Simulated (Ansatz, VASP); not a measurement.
## Mo: VASP beside Ansatz

File INCAR:

```
PREC = Accurate
ENCUT = 520
EDIFF = 1E-7
ISMEAR = 0
SIGMA = 0.15
LREAL = False
LASPH = True
NELM = 60
ALGO = Normal
ISIF = 2
LWAVE = False
LCHARG = True
GGA = PE
LELF = True
LVHAR = True
NBANDS = 13
```

File KPOINTS:

```
regular mesh
0
Gamma
  20 20 20
```

The input POSCAR:

```
Mo
1.0
    0.0000000000      1.8538000000      2.1762000000
    1.8538000000      0.0000000000      2.1762000000
    1.8538000000      1.8538000000      0.0000000000
Mo
1
Direct
    0.0000000000      0.0000000000      0.0000000000
```

Input for Ansatz:

```yaml
crystal:
  lattice:
    - [0.0, 1.8538, 2.1762]
    - [1.8538, 0.0, 2.1762]
    - [1.8538, 1.8538, 0.0]
  atoms:
    - { symbol: Mo, position: [0.0, 0.0, 0.0] }
basis:
  ecutwfc: 420
kpoints:
  mp_grid: { grid: [20, 20, 20] }
hamiltonian:
  xc: pbe
scf:
  occupations: { method: gaussian, width: 0.15 }
output:
  forces: true
  stress: true
  eigenvalues: true
```

Change from the starting cell: strain -0.080 along x and y, +0.080 along z, atoms carried along.

Alike in both runs: task single point; functional PBE; k mesh 20 × 20 × 20; occupations gaussian, width 0.15 eV; no spin polarisation.

```csv
,VASP,Ansatz
version,VASP 6.6.1,Ansatz 0.2.0
potentials or method,"VASP PAW PBE potentials, release 64 (Mo_sv), cutoff 520 eV","scalar-relativistic, plane waves, PAW"
valence electrons in the cell,14,14
```

|  | VASP | Ansatz | Ansatz less VASP |
| --- | --- | --- | --- |
| gap on the k mesh at the Fermi level (eV) | none | none | - |
| pressure (GPa) | 21.0 | 20.3 | -0.64 |
| traceless stress, the component that is largest in VASP (GPa) | 3.74 | 3.82 | +0.084 |

A gap of «none» marks a metal or a gap that the smearing closes.
